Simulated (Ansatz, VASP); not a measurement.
**Ni: VASP beside Ansatz**

```
Ni
1.0
     4.21339    0.00000    0.00000
    -2.10669    3.64890    0.00000
     0.00000    0.00000    2.55467
Ni
3
Cartesian
  -2.1067 3.6489 0.0000
  0.0000 2.4326 1.2773
  2.1067 1.2163 1.2773
```

Alike in both runs: task single point; functional BLYP; k mesh 10 × 10 × 14; occupations fermi-dirac, width 0.05 eV; collinear spin.

```csv
,VASP,Ansatz
version,VASP 6.6.1,Ansatz 0.2.0
potentials or method,"VASP PAW PBE potentials, release 64 (Ni), cutoff 520 eV","plane waves (420 eV) with PAW, scalar-relativistic"
valence electrons in the cell,30,54
```

```csv
,VASP,Ansatz,Ansatz less VASP
pressure (GPa),-13.5,-13.8,-0.27
"traceless stress, the component that is largest in VASP (GPa)",0.44,0.58,+0.144
net moment per atom (μB),0.63,0.65,+0.017
size of the moment on the site where the two differ most (μB),0.62,0.66,+0.040
```

VASP's potentials were made for PBE, not for BLYP. Site moments also hang on the region over which each program counts them. VASP's potentials hold 30 valence electrons a cell and Ansatz's 54, so a difference there can come from the potentials and not from the codes.
